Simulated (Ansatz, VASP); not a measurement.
One calculation of AlN, two programs

```
CELL_PARAMETERS angstrom
3.11300 -0.05188 -0.05188
-1.60143 2.72188 -0.01899
-0.08302 -0.08302 4.98100
ATOMIC_POSITIONS crystal
Al 0.33333 0.66667 0.00000
Al 0.66667 0.33333 0.50000
N 0.33333 0.66667 0.38000
N 0.66667 0.33333 0.88000
```

Alike in both runs: task single point; functional PBE; k mesh 12 × 12 × 4; occupations fermi-dirac, width 0.02 eV; no spin polarisation.

```csv
,VASP,Ansatz
version,VASP 6.6.1,Ansatz 0.2.0
potentials or method,"VASP PAW PBE potentials, release 64 (Al, N), cutoff 520 eV","plane waves, PAW"
valence electrons in the cell,16,16
```

|  | VASP | Ansatz | Ansatz less VASP |
| --- | --- | --- | --- |
| pressure (GPa) | 3.8 | 4.1 | +0.26 |
| traceless stress, the component that is largest in VASP (GPa) | 5.87 | 5.83 | -0.043 |

The functional is the same, so the differences come from potentials, cutoffs and numerics.
